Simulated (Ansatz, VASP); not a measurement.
## SnSe2: VASP beside Ansatz

The input POSCAR:

```
SnSe2
1.0
    3.8110000000      0.0000000000      0.0000000000
   -1.9055000000      3.3004228138      0.0000000000
    0.0000000000      0.0000000000      6.1360000000
Sn Se
1 2
Direct
    0.0000000000      0.0000000000      0.0000000000
    0.3333333333      0.6666666667      0.2617028904
    0.6666666667      0.3333333333      0.7382971096
```

Contents of INCAR.step1:

```
PREC = Accurate
ENCUT = 520
ISMEAR = -1
SIGMA = 0.02
LREAL = False
LASPH = True
NELM = 60
NBANDS = 20
GGA = PE
ALGO = Normal
EDIFF = 1E-4
LWAVE = True
LCHARG = False
```

INCAR.step2

```
PREC = Accurate
ENCUT = 520
EDIFF = 1E-8
ISMEAR = -1
SIGMA = 0.02
LREAL = False
LASPH = True
NELM = 60
ALGO = Normal
ISIF = 2
LWAVE = False
LCHARG = False
METAGGA = R2SCAN
LMIXTAU = True
LEFG = True
NBANDS = 20
ISTART = 1
```

KPOINTS

```
regular mesh
0
Gamma
  13 13 7
```

Input for Ansatz:

```yaml
crystal:
  lattice:
    - [3.811, 0.0, 0.0]
    - [-1.9055, 3.3004228138, 0.0]
    - [0.0, 0.0, 6.136]
  atoms:
    - { symbol: Sn, position: [0.0, 0.0, 0.0] }
    - { symbol: Se, position: [0.3333333333, 0.6666666667, 0.2617028904] }
    - { symbol: Se, position: [0.6666666667, 0.3333333333, 0.7382971096] }
kpoints:
  mp_grid: { grid: [13, 13, 7] }
scf:
  occupations: { method: fermi_dirac, width: 0.02 }
hamiltonian:
  xc: r2scan
  pseudopotentials: { kind: paw }
output:
  forces: true
  stress: true
  populations: true
  efg: { quadrupole_moments_barn: { Sn: -0.132 }, contact_densities: true }
  write_density: true
  write_potential: true
  elf: true
  volumetric_format: npy
```

Alike in both runs: task electric field gradients; functional r2SCAN; k mesh 13 × 13 × 7; occupations fermi-dirac, width 0.02 eV; no spin polarisation.

|  | VASP | Ansatz |
| --- | --- | --- |
| version | VASP 6.6.1 | Ansatz 0.2.0 |
| potentials or method | VASP PAW PBE potentials, release 64 (Sn_d, Se) | plane-wave PAW, scalar-relativistic |
| plane-wave cutoff (eV) | 520 | 500 |
| valence electrons in the cell | 26 | 46 |

VASP gave:

* gap on the k mesh at the Fermi level (eV): 0.81
* pressure (GPa): 0.7
* traceless stress, the component that is largest in VASP (GPa): -0.90
* rms of the force components (eV/Å): 0.151
* size of Vzz on the site where it differs most (V/Å²): 2.4

Problem. Which values does Ansatz return?

Solution. gap on the k mesh at the Fermi level (eV): 0.80; pressure (GPa): 0.7; traceless stress, the component that is largest in VASP (GPa): -0.89; rms of the force components (eV/Å): 0.157; size of Vzz on the site where it differs most (V/Å²): 1.0.

VASP's potentials were made for PBE, not for r2SCAN. Atom by atom the forces differ by 0.006 eV/Å (rms over components). VASP's potentials hold 26 valence electrons a cell and Ansatz's 46, so a difference there can come from the potentials and not from the codes.
